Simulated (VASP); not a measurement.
Wanted: the native input for a VASP 6.6.1 run.

| Property | Result |
| --- | --- |
| Task | single point |
| Functional | PBE |
| Potentials or basis | VASP PAW PBE potentials, release 64 (Cd, S) |
| Cutoff | 520 eV |
| k mesh | 6 × 6 × 4 |
| Occupations | gaussian, width 0.01 eV |
| Spin | no spin polarisation |
| Dipole correction | no |
| Further INCAR settings | ALGO = Normal; EDIFF = 1e-07; NBANDS = 26 |

The structure of CdS (Greenockite) lies in POSCAR:

```
CdS
1.0
    4.1500000000      0.0000000000      0.0000000000
   -2.0750000000      3.5940050000      0.0000000000
    0.0000000000      0.0000000000      6.7370000000
Cd S
2 2
Direct
    0.3333333333      0.6666666667      0.0000000000
    0.6666666667      0.3333333333      0.5000000000
    0.3333333333      0.6666666667      0.3750000000
    0.6666666667      0.3333333333      0.8750000000
```

The input as run:

INCAR

```
SYSTEM = CdS
PREC     = Accurate       ! precision mode
ENCUT    = 520            ! plane-wave cutoff, eV
EDIFF    = 1E-7           ! SCF threshold, eV
ISMEAR   = 0              ! smearing method
SIGMA    = 0.01           ! smearing width, eV
LREAL    = .False.        ! projectors in reciprocal space
LASPH    = .True.         ! aspherical terms in the spheres
NELM     = 80             ! most SCF steps
ALGO     = Normal         ! electronic algorithm
ISIF     = 2              ! what is computed and relaxed
LWAVE    = .False.        ! write WAVECAR
LCHARG   = .False.        ! write CHGCAR
GGA      = PE             ! functional
NBANDS   = 26             ! bands
```

KPOINTS

```
Automatic mesh
0
Gamma
  6 6 4
  0 0 0
```

Potentials or basis: VASP PAW PBE potentials, release 64 (Cd, S).

Launch:

```bash
$ cat potpaw_PBE.64/Cd/POTCAR potpaw_PBE.64/S/POTCAR > POTCAR
$ mpirun -np 1 vasp_std > vasp.out
```

It gave:

```json
{
 "Pressure": "2.4 GPa",
 "Largest force": "0.069 eV/Å",
 "Band gap on the k mesh": "1.20 eV, direct"
}
```

Run time: 58 s on 1 thread of Intel(R) Xeon(R) Platinum 8259CL CPU @ 2.50GHz (Skylake/Cascade Lake), with other jobs on the host, peak memory 0.22 GiB.
